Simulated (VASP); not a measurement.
# TiO2 (P3_121) in VASP: a series of runs, part 2 of 3

VASP 6.6.1. Earlier steps stand in the parts before.

### 3 Single point, PBEsol

The input, INCAR:

```
  ALGO = Normal
  EDIFF = 1E-6
  ENCUT = 520
  GGA = PS
  ISIF = 2
  ISMEAR = -1
  LASPH = T
  LCHARG = F
  LREAL = F
  LWAVE = F
  NBANDS = 46
  NELM = 80
  PREC = Accurate
  SIGMA = 0.05
```

The input, KPOINTS:

```
k-points
0
Gamma
  5 5 4
```

The input, POSCAR:

```
TiO2
1.0
    5.5822227355      0.0000000000      0.0000000000
   -2.7911113678      4.8343466985      0.0000000000
    0.0000000000      0.0000000000      6.0824678800
Ti O
3 6
Direct
    0.4669367500      0.0000000000      0.3333333333
    0.0000000000      0.4669367500      0.6666666667
    0.5330632500      0.5330632500      0.0000000000
    0.5810657200      0.8514331800      0.1206639333
    0.7296325400      0.1485668200      0.5460027333
    0.2703674600      0.4189342800      0.7873306000
    0.8514331800      0.5810657200      0.8793360667
    0.1485668200      0.7296325400      0.4539972667
    0.4189342800      0.2703674600      0.2126694000
```

Potentials or basis: VASP PAW PBE potentials, release 64 (Ti_sv, O).

The run is started by

```
$ cat potpaw_PBE.64/Ti_sv/POTCAR potpaw_PBE.64/O/POTCAR > POTCAR
$ mpirun -np 1 vasp_std > vasp.out
```

OUTCAR:

```text
EDIFF = 1E-6
   ENCUT = 520
   GGA = PS
   ISIF = 2
   ISMEAR = -1
   LASPH = T
   LREAL = F
   NELM = 80
   PREC = Accurate

 ion  position               nearest neighbor table
   1  0.467  0.000  0.333-   9 1.81   8 1.81   5 1.82   4 1.82
   2  0.000  0.467  0.667-   6 1.81   5 1.81   8 1.82   7 1.82
   3  0.533  0.533  0.000-   7 1.81   4 1.81   6 1.82   9 1.82
   4  0.581  0.851  0.121-   3 1.81   1 1.82
   5  0.730  0.149  0.546-   2 1.81   1 1.82
   6  0.270  0.419  0.787-   2 1.81   3 1.82
   7  0.851  0.581  0.879-   3 1.81   2 1.82
   8  0.149  0.730  0.454-   1 1.81   2 1.82
   9  0.419  0.270  0.213-   1 1.81   3 1.82

  LATTYP: Found a hexagonal cell.
 ALAT       =     5.5822227355
 C/A-ratio  =     1.0896139707

  Lattice vectors:

 A1 = (   5.5822227355,   0.0000000000,   0.0000000000)
 A2 = (  -2.7911113678,   4.8343466985,   0.0000000000)
 A3 = (   0.0000000000,   0.0000000000,   6.0824678800)

Analysis of symmetry for initial positions (statically):
=====================================================================
 Subroutine PRICEL returns:
 Original cell was already a primitive cell.

 Routine SETGRP: Setting up the symmetry group for a
 hexagonal supercell.

 Subroutine GETGRP returns: Found  6 space group operations
 (whereof  2 operations were pure point group operations)
 out of a pool of 24 trial point group operations.

The static configuration has the point symmetry C_2 .
 The point group associated with its full space group is D_3 .

Analysis of symmetry for dynamics (positions and initial velocities):
=====================================================================
 Subroutine PRICEL returns:
 Original cell was already a primitive cell.

 Routine SETGRP: Setting up the symmetry group for a
 hexagonal supercell.

 Subroutine GETGRP returns: Found  6 space group operations
 (whereof  2 operations were pure point group operations)
 out of a pool of 24 trial point group operations.

The dynamic configuration has the point symmetry C_2 .
 The point group associated with its full space group is D_3 .

 Subroutine INISYM returns: Found  6 space group operations
 (whereof  2 operations are pure point group operations),
 and found     1 'primitive' translations

----------------------------------------------------------------------------------------

                                     Primitive cell

  volume of cell :     164.1439

  direct lattice vectors                    reciprocal lattice vectors
     5.582222736  0.000000000  0.000000000     0.179140111  0.103426591  0.000000000
    -2.791111368  4.834346699  0.000000000     0.000000000  0.206853183  0.000000000
     0.000000000  0.000000000  6.082467880     0.000000000  0.000000000  0.164406951

  length of vectors
     5.582222736  5.582222736  6.082467880     0.206853183  0.206853183  0.164406951

  position of ions in fractional coordinates (direct lattice)
     0.466936750  0.000000000  0.333333333
     0.000000000  0.466936750  0.666666667
[... 47 lines left out ...]
            Coordinates               Weight
  0.000000  0.000000  0.000000      1.000000
  0.200000  0.000000  0.000000      6.000000
  0.400000  0.000000  0.000000      6.000000
  0.200000  0.200000  0.000000      6.000000
  0.400000  0.200000  0.000000      6.000000
  0.000000  0.000000  0.250000      2.000000
[... 9 lines left out ...]
  0.200000  0.200000  0.500000      6.000000
  0.400000  0.200000  0.500000      6.000000
   k-points           NKPTS =     17   k-points in BZ     NKDIM =     17   number of bands    NBANDS=     46
   number of dos      NEDOS =    301   number of ions     NIONS =      9
   total plane-waves  NPLWV =  84672
   dimension x,y,z NGX =    42 NGY =   42 NGZ =   48
   dimension x,y,z NGXF=    84 NGYF=   84 NGZF=   96
   ions per type =               3   6
   NGX,Y,Z   is equivalent  to a cutoff of  12.51, 12.51, 13.12 a.u.
   NGXF,Y,Z  is equivalent  to a cutoff of  25.02, 25.02, 26.24 a.u.
 SYSTEM =  unknown system
   PREC   = accura    normal or accurate (medium, high low for compatibility)
   ISTART =      0    job   : 0-new  1-cont  2-samecut
   ICHARG =      2    charge: 1-file 2-atom 10-const
   ISPIN  =      1    spin polarized calculation?
   LNONCOLLINEAR =      F non collinear calculations
   LSORBIT =      F    spin-orbit coupling
   LASPH  =      T    aspherical Exc in radial PAW
   ENCUT  =  520.0 eV  38.22 Ry    6.18 a.u.  10.38 10.38 11.31*2*pi/ulx,y,z
   NELM   =     80;   NELMIN=  2; NELMDL= -5     # of ELM steps
   EDIFF  = 0.1E-05   stopping-criterion for ELM
   LREAL  =      F    real-space projection
   EDIFFG = 0.1E-04   stopping-criterion for IOM
   NSW    =      0    number of steps for IOM
   IBRION =     -1    ionic relax: 0-MD 1-quasi-New 2-CG
   NFREE  =      0    steps in history (QN), initial steepest desc. (CG)
   ISIF   =      2    stress and relaxation
   ISYM   =      2    0-nonsym 1-usesym 2-fastsym
   POTIM  = 0.5000    time-step for ionic-motion
   TEBEG  =    0.0;   TEEND  =   0.0 temperature during run
   PSTRESS=    0.0 pullay stress
   NELECT =      72.0000    total number of electrons
   NUPDOWN=      -1.0000    fix difference up-down
   EMIN   =  10.00;   EMAX   =-10.00  energy-range for DOS
   EFERMI =   0.00;   METHOD = LEGACY
   ISMEAR =    -1;   SIGMA  =   0.05  broadening in eV -4-tet -1-fermi 0-gaus
   EFERMI_NEDOS =   21; number of points for ismear=-14 and -15
   IALGO  =     38    algorithm
   IMIX   =      4    mixing-type and parameters
     AMIX     =   0.40;   BMIX     =  1.00
     AMIX_MAG =   1.60;   BMIX_MAG =  1.00
  volume/ion in A,a.u.               =      18.24       123.08
  Fermi-wavevector in a.u.,A,eV,Ry     =   1.243877  2.350587 21.051339  1.547230
  Thomas-Fermi vector in A             =   2.378168
   LORBIT       =      0    0 simple, 1 ext, 2 COOP (PROOUT), +10 PAW based schemes
   GGA     = PS    functional components
   LHFCALC =     F    Hartree Fock is set to
   AEXX    =    0.0000 exact exchange contribution
   IVDW    =     0    specifies the selected vdW correction
   LEPSILON=     F    determine dielectric tensor
   LRPA    =     F    only Hartree local field effects (RPA)
 non-spin polarized calculation
  energy-cutoff  :      520.00
  volume of cell :      164.14
 maximum number of plane-waves:      4457
 NGX is ok and might be reduce to    42
   NGX = 21   NGY = 21   NGZ = 23

 number of electron      72.0000000 magnetization

 Free energy of the ion-electron system (eV)
  ---------------------------------------------------
  ext. energy  EPLUGINS =         0.00000000
  ---------------------------------------------------
  free energy    TOTEN  =       -83.16235494 eV

  energy without entropy =      -83.16235494  energy(sigma->0) =      -83.16235494

 E-fermi :   0.0642     XC(G=0):  -8.1795

 val. band max:       -1.0972607638   @ k =   0.0000   0.0000   0.5000
 cond. band min:       2.4118606649   @ k =   0.0000   0.0000   0.5000
 fundamental gap:      3.5091214287
 Fermi energy:         0.0642265571

 k-point     1 :       0.0000    0.0000    0.0000
  band No.  band energies     occupation
      1     -56.1637      2.00000
      2     -56.1510      2.00000
      3     -56.1510      2.00000
      4     -32.7225      2.00000
      5     -32.6936      2.00000
      6     -32.6936      2.00000
[... 822 lines left out ...]
     45       4.6541      0.00000
     46       5.0593      0.00000

------------------------ aborting loop because EDIFF is reached ----------------------------------------

  FORCE on cell =-STRESS in cart. coord.  units (eV):
  Direction    XX          YY          ZZ          XY          YZ          ZX
  --------------------------------------------------------------------------------------
  -------------------------------------------------------------------------------------
  Total       -0.9155114     -0.9155114     -0.9757403      0.0000000     -0.0000000      0.0000000
  in kB       -8.9361315     -8.9361315     -9.5240145      0.0000000     -0.0000000      0.0000000
  external PRESSURE =      -9.1320925 kB  Pullay stress =       0.0000000 kB

 VOLUME and BASIS-vectors are now :
 -----------------------------------------------------------------------------
  energy-cutoff  :      520.00
  volume of cell :      164.14
      direct lattice vectors                 reciprocal lattice vectors
     5.582222736  0.000000000  0.000000000     0.179140111  0.103426591  0.000000000
    -2.791111368  4.834346699  0.000000000     0.000000000  0.206853183  0.000000000
     0.000000000  0.000000000  6.082467880     0.000000000  0.000000000  0.164406951

 POSITION                                       TOTAL-FORCE (eV/Angst)
 -----------------------------------------------------------------------------------
      2.60654      0.00000      2.02749         0.016643     -0.000000     -0.000000
     -1.30327      2.25733      4.05498        -0.008321      0.014413      0.000000
      1.48784      2.57701      0.00000        -0.008321     -0.014413      0.000000
      0.86719      4.11612      0.73393        -0.038064     -0.071392      0.056391
      3.65830      0.71822      3.32104        -0.038064      0.071392     -0.056391
      0.33996      2.02527      4.78891        -0.042796      0.068660      0.056391
      3.13107      2.80907      5.34853        -0.042796     -0.068660     -0.056391
     -1.20715      3.52730      2.76142         0.080859      0.002732      0.056391
      1.58396      1.30705      1.29355         0.080859     -0.002732     -0.056391
 -----------------------------------------------------------------------------------
    total drift:                                0.000002      0.000001     -0.000000

  FREE ENERGIE OF THE ION-ELECTRON SYSTEM (eV)
  ---------------------------------------------------
  free  energy   TOTEN  =       -83.1623549443 eV

  energy  without entropy=      -83.1623549443  energy(sigma->0) =      -83.16235494
```

Run time: 5.2 min. Hardware: 1 thread of Intel Xeon 8259CL, shared host; peak memory 0.32 GiB.

Results:

```
Free energy            : -83.1624 eV
Pressure               : -0.9 GPa
Largest force          : 0.099 eV/Å
Band gap on the k mesh : 3.51 eV
```

Forces on the atoms (eV/Å):
```
Ti   0.017  0.000  0.000
Ti  -0.008  0.014  0.000
Ti  -0.008 -0.014  0.000
O   -0.038 -0.071  0.056
O   -0.038  0.071 -0.056
O   -0.043  0.069  0.056
O   -0.043 -0.069 -0.056
O    0.081  0.003  0.056
O    0.081 -0.003 -0.056
```

Caveat: the PAW data sets were made with another functional, which shifts forces and pressure a little; an odd mesh through Γ misses points on the zone boundary, where band edges can lie.

(Continued in part 3 of 3.)
